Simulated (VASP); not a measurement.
# SnS2 in VASP: notebook, part 2 of 2

VASP 6.6.1.

### 3 Relaxation of cell and atoms, PBE+D3(BJ)

This run uses another cell than the first one.

Contents of INCAR:

```
PREC = Accurate
ENCUT = 600
EDIFF = 1E-7
ISMEAR = 0
SIGMA = 0.03
LREAL = F
LASPH = T
NELM = 80
ALGO = Normal
ISIF = 3
LWAVE = F
LCHARG = F
GGA = PE
IVDW = 12
IBRION = 2
NSW = 90
EDIFFG = -0.005
LATTICE_CONSTRAINTS = .TRUE. .TRUE. .FALSE.
KPAR = 8
```

Contents of KPOINTS:

```
Automatic mesh
0
Gamma
  12 12 1
```

Contents of POSCAR:

```
SnS2                                    
1.0
    3.6626056172      0.0000000000      0.0000000000
   -1.8313028086      3.1719095041      0.0000000000
    0.0000000000      0.0000000000     38.5380000000
  S               Sn            
     8     4
Direct
     0.6666666699999979    0.3333333300000021    0.2331354084159696
     0.3333333300000021    0.6666666699999979    0.3101119045432821
     0.6666666699999979    0.3333333300000021    0.3854236976994243
     0.3333333300000021    0.6666666699999979    0.4623112943516336
     0.6666666699999979    0.3333333300000021    0.5376887056483663
     0.3333333300000021    0.6666666699999979    0.6145763023005757
     0.6666666699999979    0.3333333300000021    0.6898880954567180
     0.3333333300000021    0.6666666699999979    0.7668645915840305
     0.0000000000000000    0.0000000000000000    0.2716497036853103
     0.0000000000000000    0.0000000000000000    0.4238670590043243
     0.0000000000000000    0.0000000000000000    0.5761329409956758
     0.0000000000000000    0.0000000000000000    0.7283502963146897
```

Potentials or basis: VASP PAW PBE potentials, release 64 (S, Sn_d).

Launch:

```bash
$ cat potpaw_PBE.64/S/POTCAR potpaw_PBE.64/Sn_d/POTCAR > POTCAR
$ mpirun -np 8 vasp_std > vasp.out
```

OUTCAR:

```text
PREC = Accurate
   ENCUT = 600
   EDIFF = 1E-7
   ISMEAR = 0
   LREAL = F
   LASPH = T
   NELM = 80
   ISIF = 3
   GGA = PE
   IVDW = 12
   IBRION = 2
   NSW = 90
   EDIFFG = -0.005
 IVDW          = 12

 ion  position               nearest neighbor table
   1  0.667  0.333  0.233-   9 2.58   9 2.58   9 2.58
   2  0.333  0.667  0.310-   9 2.58   9 2.58   9 2.58
   3  0.667  0.333  0.385-  10 2.58  10 2.58  10 2.58
   4  0.333  0.667  0.462-  10 2.58  10 2.58  10 2.58
   5  0.667  0.333  0.538-  11 2.58  11 2.58  11 2.58
   6  0.333  0.667  0.615-  11 2.58  11 2.58  11 2.58
   7  0.667  0.333  0.690-  12 2.58  12 2.58  12 2.58
   8  0.333  0.667  0.767-  12 2.58  12 2.58  12 2.58
   9  0.000  0.000  0.272-   2 2.58   2 2.58   2 2.58   1 2.58   1 2.58   1 2.58
  10  0.000  0.000  0.424-   3 2.58   3 2.58   3 2.58   4 2.58   4 2.58   4 2.58
  11  0.000  0.000  0.576-   6 2.58   6 2.58   6 2.58   5 2.58   5 2.58   5 2.58
[... 351 lines left out ...]

--------------------------------------- Ionic step       34  -------------------------------------------

 number of electron     103.9999981 magnetization

------------------------ aborting loop because EDIFF is reached ----------------------------------------
[... 95 lines left out ...]
--------------------------------------- Ionic step       36  -------------------------------------------

 number of electron     103.9999980 magnetization

 Free energy of the ion-electron system (eV)
  ---------------------------------------------------
  ext. energy  EPLUGINS =         0.00000000
  ---------------------------------------------------
  free energy    TOTEN  =       -52.66647263 eV

  energy without entropy =      -52.66647263  energy(sigma->0) =      -52.66647263

 E-fermi :   0.4089     XC(G=0):  -6.0898

 val. band max:        0.2194264425   @ k =   0.0833   0.0833   0.0000
 cond. band min:       1.6350500286   @ k =   0.5000   0.0000   0.0000
 fundamental gap:      1.4156235860
 Fermi energy:         0.4089057799

 k-point     1 :       0.0000    0.0000    0.0000
  band No.  band energies     occupation
      1     -20.6914      2.00000
      2     -20.6914      2.00000
      3     -20.6914      2.00000
      4     -20.6914      2.00000
      5     -20.6847      2.00000
      6     -20.6847      2.00000
[... 1267 lines left out ...]
  FREE ENERGIE OF THE ION-ELECTRON SYSTEM (eV)
  ---------------------------------------------------
  free  energy   TOTEN  =       -56.3036254286 eV

  energy  without entropy=      -56.3036254286  energy(sigma->0) =      -56.30362543

 reached required accuracy - stopping structural energy minimisation
```

CONTCAR:

```text
SnS2
   1.00000000000000
     3.6660251726187689    0.0000000000000018    0.0000000000000000
    -1.8330125863093838    3.1748709259500241    0.0000000000000000
     0.0000000000000000    0.0000000000000000   38.5379999999999967
  S               Sn
     8     4
Direct
     0.6666666699999979    0.3333333300000021    0.2352830654717037
     0.3333333300000021    0.6666666699999979    0.3121478032946643
     0.6666666699999979    0.3333333300000021    0.3859846244258087
     0.3333333300000021    0.6666666699999979    0.4627404543125094
     0.6666666699999979    0.3333333300000021    0.5372595456874906
     0.3333333300000021    0.6666666699999979    0.6140153755741914
     0.6666666699999979    0.3333333300000021    0.6878521967053357
     0.3333333300000021    0.6666666699999979    0.7647169345282966
     0.0000000000000000    0.0000000000000000    0.2737479756345543
     0.0000000000000000    0.0000000000000000    0.4243615551520303
     0.0000000000000000    0.0000000000000000    0.5756384448479698
     0.0000000000000000    0.0000000000000000    0.7262520243654457

  0.00000000E+00  0.00000000E+00  0.00000000E+00
  0.00000000E+00  0.00000000E+00  0.00000000E+00
  0.00000000E+00  0.00000000E+00  0.00000000E+00
  0.00000000E+00  0.00000000E+00  0.00000000E+00
  0.00000000E+00  0.00000000E+00  0.00000000E+00
  0.00000000E+00  0.00000000E+00  0.00000000E+00
  0.00000000E+00  0.00000000E+00  0.00000000E+00
  0.00000000E+00  0.00000000E+00  0.00000000E+00
  0.00000000E+00  0.00000000E+00  0.00000000E+00
  0.00000000E+00  0.00000000E+00  0.00000000E+00
  0.00000000E+00  0.00000000E+00  0.00000000E+00
  0.00000000E+00  0.00000000E+00  0.00000000E+00
```

Run time: 33 min. Hardware: 8 MPI ranks of AMD EPYC 9R45 (Zen 5), shared host; peak memory 0.99 GiB.

Results:

```
Free energy                           : -56.3036 eV
Relaxed cell                          : a = 3.666 Å, b = 3.666 Å, c = 38.538 Å, α = 90.00°, β = 90.00°, γ = 120.00°
Space group after relaxing (to 0.1 Å) : P-3m1 (No. 164)
Energy gained by relaxing             : 0.1 meV/atom
Ionic steps                           : 36
Largest force after relaxing          : 0.004 eV/Å
Band gap on the k mesh                : 1.42 eV (least direct gap 1.69 eV)
Dispersion energy per atom            : -0.303 eV
```

Forces in eV/Å, atoms in the order of the input:
```
S    0.000  0.000 -0.001
S    0.000  0.000 -0.003
S    0.000  0.000  0.003
S    0.000  0.000  0.004
S    0.000  0.000 -0.004
S    0.000  0.000 -0.003
S    0.000  0.000  0.003
S    0.000  0.000  0.001
Sn   0.000  0.000 -0.003
Sn   0.000  0.000  0.003
Sn   0.000  0.000 -0.003
Sn   0.000  0.000  0.003
```

The path:
| step | energy change (eV) | largest force (eV/Å) | pressure (GPa) | volume (Å³) |
| --- | --- | --- | --- | --- |
| 1 | 0.0000 | 0.0076 | -0.01 | 447.71 |
| 2 | 0.0000 | 0.0128 | -0.05 | 448.11 |
| 3 | 0.0000 | 0.0123 | -0.05 | 448.06 |
| 4 | -0.0001 | 0.0090 | -0.05 | 448.10 |
| 5 | -0.0001 | 0.0061 | -0.04 | 448.13 |
| 6 | -0.0001 | 0.0108 | -0.03 | 448.19 |
| 7 | -0.0001 | 0.0101 | -0.04 | 448.23 |
| 8 | -0.0002 | 0.0082 | -0.04 | 448.35 |
| 9 | -0.0002 | 0.0137 | -0.06 | 448.59 |
| 10 | -0.0002 | 0.0243 | -0.08 | 449.06 |
| 11 | -0.0002 | 0.0190 | -0.07 | 448.80 |
| 12 | -0.0003 | 0.0182 | -0.07 | 448.80 |
| 13 | -0.0003 | 0.0175 | -0.07 | 448.79 |
| 14 | -0.0003 | 0.0159 | -0.06 | 448.77 |
| 15 | -0.0004 | 0.0136 | -0.05 | 448.72 |
| 16 | -0.0005 | 0.0143 | -0.04 | 448.64 |
| 17 | -0.0005 | 0.0232 | 0.00 | 448.47 |
| 18 | -0.0005 | 0.0264 | 0.01 | 448.41 |
| 19 | -0.0006 | 0.0223 | 0.01 | 448.43 |
| 20 | -0.0008 | 0.0101 | -0.02 | 448.52 |
| 21 | -0.0006 | 0.0279 | -0.07 | 448.70 |
| 22 | -0.0008 | 0.0060 | -0.03 | 448.56 |
| 23 | -0.0008 | 0.0086 | -0.04 | 448.58 |
| 24 | -0.0008 | 0.0074 | -0.03 | 448.57 |
| 25 | -0.0008 | 0.0067 | -0.01 | 448.39 |
| 26 | -0.0008 | 0.0067 | -0.01 | 448.40 |
| 27 | -0.0008 | 0.0068 | -0.01 | 448.41 |
| 28 | -0.0008 | 0.0061 | -0.01 | 448.44 |
| 29 | -0.0009 | 0.0056 | -0.01 | 448.49 |
| 30 | -0.0009 | 0.0080 | -0.01 | 448.60 |
| 31 | -0.0010 | 0.0127 | 0.00 | 448.81 |
| 32 | -0.0010 | 0.0107 | 0.00 | 448.72 |
| 33 | -0.0010 | 0.0071 | -0.01 | 448.73 |
| 34 | -0.0010 | 0.0084 | -0.01 | 448.73 |
| 35 | -0.0010 | 0.0050 | 0.00 | 448.60 |
| 36 | -0.0010 | 0.0039 | 0.00 | 448.55 |

Final structure:
```
S Sn
1.0
     3.66603    0.00000    0.00000
    -1.83301    3.17487    0.00000
     0.00000    0.00000   38.53800
S Sn
8 4
Direct
  0.66667 0.33333 0.23528
  0.33333 0.66667 0.31215
  0.66667 0.33333 0.38598
  0.33333 0.66667 0.46274
  0.66667 0.33333 0.53726
  0.33333 0.66667 0.61402
  0.66667 0.33333 0.68785
  0.33333 0.66667 0.76472
  0.00000 0.00000 0.27375
  0.00000 0.00000 0.42436
  0.00000 0.00000 0.57564
  0.00000 0.00000 0.72625
```

Caveat: spin-orbit coupling is left out, which moves the levels of the heavy elements.

### 4 Relaxation of cell and atoms, LDA

Contents of INCAR:

```
SYSTEM = SnS2
PREC = Accurate
ENCUT = 600
EDIFF = 1E-6
ISMEAR = 0
SIGMA = 0.03
LREAL = .False.
LASPH = .True.
NELM = 80
ALGO = Normal
ISIF = 3
LWAVE = .False.
LCHARG = .False.
GGA = CA
IBRION = 2
NSW = 90
EDIFFG = -0.01
LATTICE_CONSTRAINTS = .TRUE. .TRUE. .FALSE.
KPAR = 8
```

Contents of KPOINTS:

```
Automatic mesh
0
Gamma
  12 12 1
  0 0 0
```

Contents of POSCAR:

```
SnS2
1.0
    3.6390000000      0.0000000000      0.0000000000
   -1.8195000000      3.1514664400      0.0000000000
    0.0000000000      0.0000000000     38.5380000000
S Sn
8 4
Direct
    0.6666666700      0.3333333300      0.2335357300
    0.3333333300      0.6666666700      0.3096683800
    0.6666666700      0.3333333300      0.3858010300
    0.3333333300      0.6666666700      0.4619336800
    0.6666666700      0.3333333300      0.5380663200
    0.3333333300      0.6666666700      0.6141989700
    0.6666666700      0.3333333300      0.6903316200
    0.3333333300      0.6666666700      0.7664642700
    0.0000000000      0.0000000000      0.2716020600
    0.0000000000      0.0000000000      0.4238673500
    0.0000000000      0.0000000000      0.5761326500
    0.0000000000      0.0000000000      0.7283979400
```

Potentials or basis: VASP PAW LDA potentials, release 64 (S, Sn_d).

Launch:

```bash
$ cat potpaw_LDA.64/S/POTCAR potpaw_LDA.64/Sn_d/POTCAR > POTCAR
$ mpirun -np 8 vasp_std > vasp.out
```

It took 32 min on 8 MPI ranks of Intel Xeon 6975P-C (Granite Rapids), shared host; peak memory 0.81 GiB.

The run converged. Its results:

| Quantity | Value |
| --- | --- |
| Free energy | -60.1605 eV |
| Relaxed cell | a = 3.625 Å, b = 3.625 Å, c = 38.538 Å, α = 90.00°, β = 90.00°, γ = 120.00° |
| Space group after relaxing (to 0.1 Å) | P-3m1 (No. 164) |
| Energy gained by relaxing | 1.4 meV/atom |
| Ionic steps | 42 |
| Largest force after relaxing | 0.009 eV/Å |
| Band gap on the k mesh | 1.32 eV (least direct gap 1.59 eV) |

Forces on the atoms (eV/Å):
```
S    0.000  0.000  0.009
S    0.000  0.000  0.005
S    0.000  0.000  0.004
S    0.000  0.000  0.000
S    0.000  0.000  0.000
S    0.000  0.000 -0.004
S    0.000  0.000 -0.005
S    0.000  0.000 -0.009
Sn   0.000  0.000  0.005
Sn   0.000  0.000  0.005
Sn   0.000  0.000 -0.005
Sn   0.000  0.000 -0.005
```

The path:
| step | energy change (eV) | largest force (eV/Å) | pressure (GPa) | volume (Å³) |
| --- | --- | --- | --- | --- |
| 1 | 0.0000 | 0.0748 | -0.47 | 441.96 |
| 3 | -0.0056 | 0.0556 | -0.05 | 438.54 |
| 5 | -0.0067 | 0.0209 | -0.11 | 437.77 |
| 7 | -0.0070 | 0.0424 | -0.09 | 437.60 |
| 9 | -0.0070 | 0.0622 | -0.09 | 437.50 |
| 11 | -0.0072 | 0.0614 | -0.09 | 437.51 |
| 13 | -0.0077 | 0.0579 | -0.10 | 437.55 |
| 15 | -0.0082 | 0.1065 | -0.13 | 437.72 |
| 17 | -0.0085 | 0.0793 | -0.11 | 437.69 |
| 19 | -0.0100 | 0.0731 | -0.11 | 437.81 |
| 21 | -0.0137 | 0.0443 | -0.06 | 438.30 |
| 23 | -0.0141 | 0.0331 | -0.04 | 438.51 |
| 25 | -0.0145 | 0.0169 | -0.06 | 438.78 |
| 27 | -0.0145 | 0.0274 | -0.05 | 438.91 |
| 29 | -0.0147 | 0.0313 | -0.01 | 438.69 |
| 31 | -0.0150 | 0.0267 | 0.00 | 438.75 |
| 33 | -0.0156 | 0.0437 | -0.02 | 439.01 |
| 35 | -0.0161 | 0.0304 | -0.09 | 439.11 |
| 37 | -0.0163 | 0.0148 | -0.05 | 438.42 |
| 39 | -0.0163 | 0.0203 | -0.06 | 438.66 |
| 41 | -0.0163 | 0.0163 | -0.06 | 438.49 |
| 42 | -0.0163 | 0.0093 | -0.04 | 438.52 |

Final structure:
```
S Sn
1.0
     3.62480    0.00000    0.00000
    -1.81240    3.13917    0.00000
     0.00000    0.00000   38.53800
S Sn
8 4
Direct
  0.66667 0.33333 0.23732
  0.33333 0.66667 0.31351
  0.66667 0.33333 0.38656
  0.33333 0.66667 0.46290
  0.66667 0.33333 0.53710
  0.33333 0.66667 0.61344
  0.66667 0.33333 0.68649
  0.33333 0.66667 0.76268
  0.00000 0.00000 0.27536
  0.00000 0.00000 0.42473
  0.00000 0.00000 0.57527
  0.00000 0.00000 0.72464
```

Levels at points of the mesh, in eV from the valence-band top:
```tsv
k point	band 48	band 49	band 50	band 51	band 52	band 53	band 54	band 55	band 56	band 57
(0.00, 0.00, 0.00)	-0.21	-0.21	-0.17	-0.17	-0.15	1.98	2.32	2.74	3.05	3.53
(0.50, 0.00, 0.00)	-0.67	-0.63	-0.51	-0.37	-0.27	1.32	1.37	1.44	1.62	4.34
```

Caveat: spin-orbit coupling is left out, which moves the levels of the heavy elements. LDA usually gives volumes a few per cent too small.

### 5 Relaxation of cell and atoms, LDA

This run uses another cell than the first one.

Changes to INCAR since step 4:

```diff
@@ -3,3 +3,3 @@
 ENCUT = 600
-EDIFF = 1E-6
+EDIFF = 1E-7
 ISMEAR = 0
@@ -16,3 +16,3 @@
 NSW = 90
-EDIFFG = -0.01
+EDIFFG = -0.005
 LATTICE_CONSTRAINTS = .TRUE. .TRUE. .FALSE.
```

KPOINTS is that of step 4.

Contents of POSCAR:

```
SnS2                                    
1.0
    3.6247985883      0.0000000000      0.0000000000
   -1.8123992942      3.1391676568      0.0000000000
    0.0000000000      0.0000000000     38.5380000000
  S               Sn            
     8     4
Direct
     0.6666666699999979    0.3333333300000021    0.2373171593598111
     0.3333333300000021    0.6666666699999979    0.3135111503998343
     0.6666666699999979    0.3333333300000021    0.3865562184274172
     0.3333333300000021    0.6666666699999979    0.4628968031274422
     0.6666666699999979    0.3333333300000021    0.5371031968725577
     0.3333333300000021    0.6666666699999979    0.6134437815725827
     0.6666666699999979    0.3333333300000021    0.6864888496001657
     0.3333333300000021    0.6666666699999979    0.7626828406401893
     0.0000000000000000    0.0000000000000000    0.2753620106499350
     0.0000000000000000    0.0000000000000000    0.4247262556287559
     0.0000000000000000    0.0000000000000000    0.5752737443712440
     0.0000000000000000    0.0000000000000000    0.7246379893500650
```

Launch:

```bash
$ cat potpaw_LDA.64/S/POTCAR potpaw_LDA.64/Sn_d/POTCAR > POTCAR
$ mpirun -np 8 vasp_std > vasp.out
```

Wall time 25 min (8 MPI ranks of Intel Xeon 6975P-C (Granite Rapids), shared host); peak memory 0.8 GiB.

Results (log left out):

```
Free energy                           : -60.1627 eV
Relaxed cell                          : a = 3.628 Å, b = 3.628 Å, c = 38.538 Å, α = 90.00°, β = 90.00°, γ = 120.00°
Space group after relaxing (to 0.1 Å) : P-3m1 (No. 164)
Energy gained by relaxing             : 0.2 meV/atom
Ionic steps                           : 27
Largest force after relaxing          : 0.005 eV/Å
Band gap on the k mesh                : 1.26 eV (least direct gap 1.58 eV)
```

Forces on the atoms (eV/Å):
```
S    0.000  0.000  0.005
S    0.000  0.000 -0.004
S    0.000  0.000  0.001
S    0.000  0.000 -0.001
S    0.000  0.000  0.001
S    0.000  0.000 -0.001
S    0.000  0.000  0.004
S    0.000  0.000 -0.005
Sn   0.000  0.000  0.000
Sn   0.000  0.000  0.000
Sn   0.000  0.000  0.000
Sn   0.000  0.000  0.000
```

Step by step:
```csv
step,energy change (eV),largest force (eV/Å),pressure (GPa),volume (Å³)
1,0.0000,0.0098,-0.05,438.52
2,0.0000,0.0080,-0.05,438.59
3,0.0000,0.0114,-0.06,438.68
4,0.0000,0.0199,-0.07,438.85
5,0.0000,0.0172,-0.07,438.79
6,0.0000,0.0159,-0.06,438.79
7,-0.0001,0.0156,-0.06,438.80
8,-0.0001,0.0138,-0.06,438.82
9,-0.0001,0.0135,-0.05,438.85
10,-0.0002,0.0289,-0.02,438.92
11,-0.0002,0.0224,-0.03,438.89
12,-0.0002,0.0226,-0.03,438.91
13,-0.0003,0.0230,-0.04,438.96
14,-0.0005,0.0238,-0.05,439.07
15,-0.0007,0.0258,-0.07,439.28
16,-0.0009,0.0602,-0.12,439.70
17,-0.0009,0.0599,-0.12,439.70
18,-0.0009,0.0595,-0.12,439.70
19,-0.0011,0.0579,-0.11,439.69
20,-0.0012,0.0553,-0.11,439.67
21,-0.0016,0.0504,-0.10,439.63
22,-0.0020,0.0396,-0.07,439.55
23,-0.0021,0.0274,-0.03,439.40
24,-0.0022,0.0314,-0.05,439.46
25,-0.0023,0.0187,-0.03,439.34
26,-0.0024,0.0057,0.00,439.20
27,-0.0024,0.0048,-0.01,439.23
```

Final structure:
```
S Sn
1.0
     3.62775    0.00000    0.00000
    -1.81388    3.14173    0.00000
     0.00000    0.00000   38.53800
S Sn
8 4
Direct
  0.66667 0.33333 0.23996
  0.33333 0.66667 0.31608
  0.66667 0.33333 0.38771
  0.33333 0.66667 0.46393
  0.66667 0.33333 0.53607
  0.33333 0.66667 0.61229
  0.66667 0.33333 0.68392
  0.33333 0.66667 0.76004
  0.00000 0.00000 0.27796
  0.00000 0.00000 0.42582
  0.00000 0.00000 0.57418
  0.00000 0.00000 0.72204
```

Levels at points of the mesh, in eV from the valence-band top:
| k point | band 48 | band 49 | band 50 | band 51 | band 52 | band 53 | band 54 | band 55 | band 56 | band 57 |
| --- | --- | --- | --- | --- | --- | --- | --- | --- | --- | --- |
| (0.00, 0.00, 0.00) | -0.28 | -0.28 | -0.24 | -0.24 | -0.15 | 1.91 | 2.26 | 2.69 | 3.01 | 3.45 |
| (0.50, 0.00, 0.00) | -0.72 | -0.72 | -0.59 | -0.43 | -0.31 | 1.26 | 1.33 | 1.39 | 1.58 | 4.27 |

Caveat: spin-orbit coupling is left out, which moves the levels of the heavy elements.

### 6 Overview

```tsv
level	potentials or basis	cell	gap on the mesh (eV)	relaxed volume (Å³/atom)	largest force (eV/Å)
PBE+D3(BJ)	VASP PAW PBE potentials, release 64 (S, Sn_d)	relaxed from a = 3.639, b = 3.639, c = 38.538 Å, angles 90.0, 90.0, 120.0°, 12 atoms, atomic positions A	1.45	37.31	0.01
PBE+D3(BJ)	VASP PAW PBE potentials, release 64 (S, Sn_d)	relaxed from a = 3.663, b = 3.663, c = 38.538 Å, angles 90.0, 90.0, 120.0°, 12 atoms, atomic positions B	1.42	37.38	-
LDA	VASP PAW LDA potentials, release 64 (S, Sn_d)	relaxed from a = 3.639, b = 3.639, c = 38.538 Å, angles 90.0, 90.0, 120.0°, 12 atoms, atomic positions A	1.32	36.54	0.01
LDA	VASP PAW LDA potentials, release 64 (S, Sn_d)	relaxed from a = 3.625, b = 3.625, c = 38.538 Å, angles 90.0, 90.0, 120.0°, 12 atoms, atomic positions C	1.26	36.60	-
```

Alike in all rows: task relaxation of cell and atoms; no spin polarisation; k mesh 12 × 12 × 1; cutoff (eV) 600; smearing gaussian 0.03 eV.

Caveats: spin-orbit coupling is left out, which moves the levels of the heavy elements.

Total energies depend on the potentials used, so only differences within one code and one set of settings carry meaning.
